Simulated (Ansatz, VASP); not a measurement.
**Zn: VASP beside Ansatz**

```
Zn
1.0
    -0.68766    1.61875    1.61875
     1.61875   -0.68766    1.61875
     1.61875    1.61875   -0.68766
Zn
1
Direct
  0.00000 0.00000 0.00000
```

Alike in both runs: task single point; functional PBEsol; k mesh 22 × 22 × 22; occupations gaussian, width 0.15 eV; no spin polarisation.

```csv
,VASP,Ansatz
version,VASP 6.6.1,Ansatz 0.2.0
potentials or method,"VASP PAW PBE potentials, release 64 (Zn), cutoff 520 eV","scalar-relativistic, plane waves, PAW"
valence electrons in the cell,12,12
```

Ansatz gave:

* gap on the k mesh at the Fermi level (eV): none
* pressure (GPa): 22.3
* traceless stress, the component that is largest in VASP (GPa): 2.54

Task: Estimate VASP's values.

Result: gap on the k mesh at the Fermi level (eV): none; pressure (GPa): 23.1; traceless stress, the component that is largest in VASP (GPa): 2.58.

VASP's potentials were made for PBE, not for PBEsol. A gap of «none» marks a metal or a gap that the smearing closes.
